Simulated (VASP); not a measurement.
The system is C.

```
CELL_PARAMETERS angstrom
4.33136 0.00000 0.00000
-2.16568 3.75107 0.00000
0.00000 0.00000 2.68865
ATOMIC_POSITIONS crystal
C 0.76648 0.60847 0.14124
C 0.39153 0.15800 0.80790
C 0.84200 0.23352 0.47457
C 0.60847 0.76648 0.85876
C 0.15800 0.39153 0.19210
C 0.23352 0.84200 0.52543
C 0.52613 0.00000 0.16667
C 0.00000 0.52613 0.83333
C 0.47387 0.47387 0.50000
```

The cell was generated, and may not be a known phase.

```yaml
Program: VASP 6.6.1
Task: relaxation of cell and atoms
Functional: PBE
Potentials_or_basis: VASP PAW PBE potentials, release 64 (C)
Cutoff: 600 eV
k_mesh: 6 × 6 × 6
Occupations: gaussian, width 0.1 eV
Spin: no spin polarisation
```

At the start: pressure 117.7 GPa; volume 4.85 Å³/atom.

Question: Where does the relaxation end?

Answer: Over 13 steps the energy falls by 950.1 meV/atom and the volume is 5.49 Å³/atom (+13.1 %); space group P3_221 (No. 154, to 0.1 Å) before, P6_222 (No. 180, to 0.1 Å).

The path:
```csv
step,energy change (eV),largest force (eV/Å),pressure (GPa),volume (Å³)
1,0.0000,6.8395,117.65,43.68
2,-1.5934,1.2587,-69.04,70.31
3,-6.6966,2.1420,-30.63,55.54
4,-6.7450,2.1607,-24.69,54.57
5,-6.7469,2.1632,-21.76,54.12
6,-8.2646,1.6290,-8.79,50.76
7,-8.2824,1.7955,-6.26,50.40
8,-8.2483,1.9522,16.05,47.94
9,-8.5070,0.7472,2.24,49.19
10,-8.5330,0.4548,-1.76,49.64
11,-8.5504,0.0703,-0.34,49.46
12,-8.5507,0.0400,0.16,49.40
13,-8.5508,0.0170,-0.03,49.42
```

Final structure:
```
C
1.0
     4.51371    0.00000    0.00000
    -2.25686    3.90899    0.00000
     0.00000    0.00000    2.80120
C
9
Cartesian
  2.2567 2.6059 0.4668
  1.1286 0.6514 2.3343
  3.3853 0.6517 1.4006
  1.1284 3.2573 2.3344
  -0.0002 1.3031 0.4669
  -1.1282 3.2576 1.4007
  0.0006 3.9090 0.4669
  3.3850 1.9550 2.3343
  1.1281 1.9540 1.4006
```

Caveat: this functional lacks dispersion, which binds layers or chains, so the pressure and a relaxed spacing across them are unreliable.
